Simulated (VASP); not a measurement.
# TaTi4 (I4/m) in VASP: single point with PBE

Aim: the single point of TaTi4 with PBE.

All numbers are computed with VASP 6.6.1; they aren't measurements. Logs are shortened: lines on timing, memory, paths and dates and some standing lists are left out, and cuts for length are marked.

## 1. The cell of the first run

The structure is tetragonal, space group I4/m (No. 87). Conventional cell: a = 7.213 Å, b = 7.213 Å, c = 3.351 Å, α = 90.00°, β = 90.00°, γ = 90.00°. Within 3.7 Å of Ti (site symmetry m) lie 3 Ta at 2.80 to 3.25 Å and 11 Ti at 2.82 to 3.35 Å. Ta (site symmetry 4/m) has 12 Ti at 2.80 to 3.25 Å and 2 Ta at 3.35 Å within 3.7 Å.

## 2. Single point, PBE

INCAR reads:

```
SYSTEM = TaTi4
ALGO = Fast ; EDIFF = 1E-7
ENCUT = 520 ; GGA = PE
ISIF = 2 ; ISMEAR = 0
LASPH = .TRUE. ; LCHARG = .FALSE.
LREAL = .FALSE. ; LWAVE = .FALSE.
NBANDS = 38 ; NELM = 80
PREC = Accurate ; SIGMA = 0.1
```

KPOINTS reads:

```
k-points
0
G
  10 10 10
  0 0 0
```

POSCAR reads:

```
TaTi4
1.0
   -3.6062712543      3.6062712543      1.6755963214
    3.6062712543     -3.6062712543      1.6755963214
    3.6062712543      3.6062712543     -1.6755963214
Ti Ta
4 1
Direct
    0.2053576624      0.5993264501      0.8046841125
    0.5993264501      0.7946423376      0.3939687877
    0.7946423376      0.4006735499      0.1953158875
    0.4006735499      0.2053576624      0.6060312123
    0.0000000000      0.0000000000      0.0000000000
```

Potentials or basis: VASP PAW PBE potentials, release 64 (Ti_sv, Ta_pv).

Command:

```
cat potpaw_PBE.64/Ti_sv/POTCAR potpaw_PBE.64/Ta_pv/POTCAR > POTCAR
mpirun -np 1 vasp_std > vasp.out
```

OUTCAR:

```text
SYSTEM = TaTi4
   EDIFF = 1E-7
   ENCUT = 520
   GGA = PE
   ISIF = 2
   ISMEAR = 0
   LASPH = .TRUE.
   LREAL = .FALSE.
   NELM = 80
   PREC = Accurate

 ion  position               nearest neighbor table
   1  0.205  0.599  0.805-   5 2.80   5 2.80   3 2.82   3 2.82   4 2.87   4 2.87   2 2.87   2 2.87
                             5 3.25
   2  0.599  0.795  0.394-   5 2.80   5 2.80   4 2.82   4 2.82   3 2.87   3 2.87   1 2.87   1 2.87
                             5 3.25
   3  0.795  0.401  0.195-   5 2.80   5 2.80   1 2.82   1 2.82   2 2.87   2 2.87   4 2.87   4 2.87
                             5 3.25
   4  0.401  0.205  0.606-   5 2.80   5 2.80   2 2.82   2 2.82   1 2.87   1 2.87   3 2.87   3 2.87
                             5 3.25
   5  0.000  0.000  0.000-   2 2.80   4 2.80   2 2.80   4 2.80   1 2.80   3 2.80   1 2.80   3 2.80
                             1 3.25   3 3.25   2 3.25   4 3.25

  LATTYP: Found a body centered tetragonal cell.
 ALAT       =     7.2125425086
 C/A-ratio  =     0.4646340231

  Lattice vectors:

 A1 = (  -3.6062712543,   3.6062712543,   1.6755963214)
 A2 = (   3.6062712543,  -3.6062712543,   1.6755963214)
 A3 = (   3.6062712543,   3.6062712543,  -1.6755963214)

Analysis of symmetry for initial positions (statically):
=====================================================================
 Subroutine PRICEL returns:
 Original cell was already a primitive cell.

 Routine SETGRP: Setting up the symmetry group for a
 body centered tetragonal supercell.

 Subroutine GETGRP returns: Found  8 space group operations
 (whereof  8 operations were pure point group operations)
 out of a pool of 16 trial point group operations.

The static configuration has the point symmetry C_4h.

Analysis of symmetry for dynamics (positions and initial velocities):
=====================================================================
 Subroutine PRICEL returns:
 Original cell was already a primitive cell.

 Routine SETGRP: Setting up the symmetry group for a
 body centered tetragonal supercell.

 Subroutine GETGRP returns: Found  8 space group operations
 (whereof  8 operations were pure point group operations)
 out of a pool of 16 trial point group operations.

The dynamic configuration has the point symmetry C_4h.

 Subroutine INISYM returns: Found  8 space group operations
 (whereof  8 operations are pure point group operations),
 and found     1 'primitive' translations

----------------------------------------------------------------------------------------

                                     Primitive cell

  volume of cell :      87.1658

  direct lattice vectors                    reciprocal lattice vectors
    -3.606271254  3.606271254  1.675596321     0.000000000  0.138647363  0.298401228
     3.606271254 -3.606271254  1.675596321     0.138647363  0.000000000  0.298401228
     3.606271254  3.606271254 -1.675596321     0.138647363  0.138647363  0.000000000

  length of vectors
     5.368240657  5.368240657  5.368240657     0.329038576  0.329038576  0.196076981

  position of ions in fractional coordinates (direct lattice)
     0.205357662  0.599326450  0.804684112
     0.599326450  0.794642338  0.393968788
     0.794642338  0.400673550  0.195315888
     0.400673550  0.205357662  0.606031212
     0.000000000  0.000000000  0.000000000

  ion indices of the primitive-cell ions
   primitive index   ion index
                 1           1
                 2           2
                 3           3
                 4           4
                 5           5

----------------------------------------------------------------------------------------

 KPOINTS: k-points

Automatic generation of k-mesh.
 Grid dimensions read from file:
 generate k-points for:   10   10   10

 Generating k-lattice:

  Cartesian coordinates                     Fractional coordinates (reciprocal lattice)
     0.000000000  0.013864736  0.029840123     0.100000000  0.000000000  0.000000000
     0.013864736  0.000000000  0.029840123     0.000000000  0.100000000  0.000000000
     0.013864736  0.013864736  0.000000000     0.000000000  0.000000000  0.100000000

  Length of vectors
     0.032903858  0.032903858  0.019607698

  Shift w.r.t. Gamma in fractional coordinates (k-lattice)
     0.000000000  0.000000000  0.000000000

 Subroutine IBZKPT returns following result:
 ===========================================

 Found    144 irreducible k-points:

 Following reciprocal coordinates:
            Coordinates               Weight
  0.000000  0.000000  0.000000      1.000000
  0.100000 -0.000000  0.000000      8.000000
  0.200000 -0.000000  0.000000      8.000000
  0.300000 -0.000000  0.000000      8.000000
  0.400000 -0.000000  0.000000      8.000000
  0.500000 -0.000000  0.000000      4.000000
[... 16 lines left out ...]
  0.200000  0.200000  0.000000      8.000000
  0.300000  0.200000  0.000000      8.000000
 [... further k-points ...]
   k-points           NKPTS =    144   k-points in BZ     NKDIM =    144   number of bands    NBANDS=     38
   number of dos      NEDOS =    301   number of ions     NIONS =      5
   total plane-waves  NPLWV =  64000
   dimension x,y,z NGX =    40 NGY =   40 NGZ =   40
   dimension x,y,z NGXF=    80 NGYF=   80 NGZF=   80
   ions per type =               4   1
   NGX,Y,Z   is equivalent  to a cutoff of  12.39, 12.39, 12.39 a.u.
   NGXF,Y,Z  is equivalent  to a cutoff of  24.77, 24.77, 24.77 a.u.
 SYSTEM =  TaTi4
   PREC   = accura    normal or accurate (medium, high low for compatibility)
   ISTART =      0    job   : 0-new  1-cont  2-samecut
   ICHARG =      2    charge: 1-file 2-atom 10-const
   ISPIN  =      1    spin polarized calculation?
   LNONCOLLINEAR =      F non collinear calculations
   LSORBIT =      F    spin-orbit coupling
   LASPH  =      T    aspherical Exc in radial PAW
   ENCUT  =  520.0 eV  38.22 Ry    6.18 a.u.   9.98  9.98  9.98*2*pi/ulx,y,z
   NELM   =     80;   NELMIN=  2; NELMDL= -5     # of ELM steps
   EDIFF  = 0.1E-06   stopping-criterion for ELM
   LREAL  =      F    real-space projection
   EDIFFG = 0.1E-05   stopping-criterion for IOM
   NSW    =      0    number of steps for IOM
   IBRION =     -1    ionic relax: 0-MD 1-quasi-New 2-CG
   NFREE  =      0    steps in history (QN), initial steepest desc. (CG)
   ISIF   =      2    stress and relaxation
   ISYM   =      2    0-nonsym 1-usesym 2-fastsym
   POTIM  = 0.5000    time-step for ionic-motion
   TEBEG  =    0.0;   TEEND  =   0.0 temperature during run
   PSTRESS=    0.0 pullay stress
   NELECT =      59.0000    total number of electrons
   NUPDOWN=      -1.0000    fix difference up-down
   EMIN   =  10.00;   EMAX   =-10.00  energy-range for DOS
   EFERMI =   0.00;   METHOD = LEGACY
   ISMEAR =     0;   SIGMA  =   0.10  broadening in eV -4-tet -1-fermi 0-gaus
   EFERMI_NEDOS =   21; number of points for ismear=-14 and -15
   IALGO  =     68    algorithm
   IMIX   =      4    mixing-type and parameters
     AMIX     =   0.40;   BMIX     =  1.00
     AMIX_MAG =   1.60;   BMIX_MAG =  1.00
  volume/ion in A,a.u.               =      17.43       117.64
  Fermi-wavevector in a.u.,A,eV,Ry     =   1.437397  2.716287 28.111141  2.066111
  Thomas-Fermi vector in A             =   2.556479
   LORBIT       =      0    0 simple, 1 ext, 2 COOP (PROOUT), +10 PAW based schemes
   GGA     = PE    functional components
   LHFCALC =     F    Hartree Fock is set to
   AEXX    =    0.0000 exact exchange contribution
   IVDW    =     0    specifies the selected vdW correction
   LEPSILON=     F    determine dielectric tensor
   LRPA    =     F    only Hartree local field effects (RPA)
 non-spin polarized calculation
 RMM-DIIS sequential band-by-band and
 Gauss-broadening in eV      SIGMA  =   0.10
  energy-cutoff  :      520.00
  volume of cell :       87.17
 maximum number of plane-waves:      2365
   NGX = 19   NGY = 19   NGZ = 19

 number of electron      58.9999987 magnetization

 Free energy of the ion-electron system (eV)
  ---------------------------------------------------
  ext. energy  EPLUGINS =         0.00000000
  ---------------------------------------------------
  free energy    TOTEN  =       -42.69599364 eV

  energy without entropy =      -42.64314407  energy(sigma->0) =      -42.66956886

 E-fermi :   7.5877     XC(G=0): -11.7450

 val. band max:        7.5876564765   @ k =  -0.3000  -0.4000  -0.0000
 cond. band min:       7.5888428679   @ k =  -0.2000  -0.3000   0.1000
 fundamental gap:      0.0011863914
 Fermi energy:         7.5877165088

 k-point     1 :       0.0000    0.0000    0.0000
  band No.  band energies     occupation
      1     -48.8898      2.00000
      2     -48.7813      2.00000
      3     -48.7738      2.00000
      4     -48.7738      2.00000
      5     -26.1539      2.00000
      6     -26.1539      2.00000
[... 30 lines left out ...]
     37       9.4765      0.00000
     38       9.8894      0.00000

 k-point     2 :       0.1000   -0.0000    0.0000
  band No.  band energies     occupation
      1     -48.8847      2.00000
      2     -48.7860      2.00000
      3     -48.7750      2.00000
      4     -48.7704      2.00000
      5     -26.1502      2.00000
      6     -26.1497      2.00000
[... 30 lines left out ...]
     37       9.6495      0.00000
     38       9.7581      0.00000

 k-point     3 :       0.2000   -0.0000    0.0000
  band No.  band energies     occupation
      1     -48.8702      2.00000
      2     -48.7920      2.00000
      3     -48.7784      2.00000
      4     -48.7684      2.00000
      5     -26.1404      2.00000
      6     -26.1395      2.00000
[... 30 lines left out ...]
     37       9.7854      0.00000
     38      10.0926      0.00000

 k-point     4 :       0.3000   -0.0000    0.0000
  band No.  band energies     occupation
      1     -48.8491      2.00000
      2     -48.7958      2.00000
      3     -48.7832      2.00000
      4     -48.7722      2.00000
      5     -26.1611      2.00000
      6     -26.1280      2.00000
[... 30 lines left out ...]
     37       9.9001      0.00000
     38      10.0610      0.00000
[... 703 lines left out ...]
      4     -48.7676      2.00000
      5     -26.1556      2.00000
      6     -26.1506      2.00000
[... 30 lines left out ...]
     37       9.4403      0.00000
     38       9.6184      0.00000

 k-point    23 :       0.2000    0.2000    0.0000
  band No.  band energies     occupation
      1     -48.8283      2.00000
      2     -48.7948      2.00000
      3     -48.7864      2.00000
      4     -48.7836      2.00000
      5     -26.2179      2.00000
      6     -26.1241      2.00000
[... 30 lines left out ...]
     37      10.1600      0.00000
     38      10.3162      0.00000

 k-point    24 :       0.3000    0.2000    0.0000
  band No.  band energies     occupation
      1     -48.8058      2.00000
      2     -48.7985      2.00000
      3     -48.7967      2.00000
      4     -48.7896      2.00000
      5     -26.2386      2.00000
      6     -26.1179      2.00000
[... 30 lines left out ...]
     37      10.1903      0.00000
     38      10.4111      0.00000

 [... further k-points ...]

------------------------ aborting loop because EDIFF is reached ----------------------------------------

  FORCE on cell =-STRESS in cart. coord.  units (eV):
  Direction    XX          YY          ZZ          XY          YZ          ZX
  --------------------------------------------------------------------------------------
  -------------------------------------------------------------------------------------
  Total       -0.1039699     -0.1039699     -0.0975410     -0.0000001      0.0000000      0.0000000
  in kB       -1.9110497     -1.9110497     -1.7928816     -0.0000019      0.0000000      0.0000000
  external PRESSURE =      -1.8716604 kB  Pullay stress =       0.0000000 kB

 VOLUME and BASIS-vectors are now :
 -----------------------------------------------------------------------------
  energy-cutoff  :      520.00
  volume of cell :       87.17
      direct lattice vectors                 reciprocal lattice vectors
    -3.606271254  3.606271254  1.675596321     0.000000000  0.138647363  0.298401228
     3.606271254 -3.606271254  1.675596321     0.138647363  0.000000000  0.298401228
     3.606271254  3.606271254 -1.675596321     0.138647363  0.138647363  0.000000000

 POSITION                                       TOTAL-FORCE (eV/Angst)
 -----------------------------------------------------------------------------------
      4.32267      1.48115      0.00000         0.003390     -0.003480     -0.000000
      2.12512      0.71640      1.67560         0.003480      0.003390      0.000000
     -0.71640      2.12512      1.67560        -0.003390      0.003480      0.000000
      1.48115      2.88988     -0.00000        -0.003480     -0.003390     -0.000000
      0.00000      0.00000      0.00000         0.000000      0.000000     -0.000000
 -----------------------------------------------------------------------------------
    total drift:                               -0.000000     -0.000000      0.000000

  FREE ENERGIE OF THE ION-ELECTRON SYSTEM (eV)
  ---------------------------------------------------
  free  energy   TOTEN  =       -42.6959936435 eV

  energy  without entropy=      -42.6431440721  energy(sigma->0) =      -42.66956886
```

Run time: 80 min. Hardware: 1 thread of Oxide Virtual Turin-like, shared host; peak memory 0.5 GiB.

Results:

- Free energy: -42.6960 eV
- Pressure: -0.2 GPa
- Largest force: 0.005 eV/Å
- Band gap on the k mesh: zero (an odd number of electrons rules out a gap without spin polarisation)

Forces in eV/Å, atoms in the order of the input:
```
Ti   0.003 -0.003  0.000
Ti   0.003  0.003  0.000
Ti  -0.003  0.003  0.000
Ti  -0.003 -0.003  0.000
Ta   0.000  0.000  0.000
```

Caveat: spin-orbit coupling is left out, which moves the levels of the heavy elements.
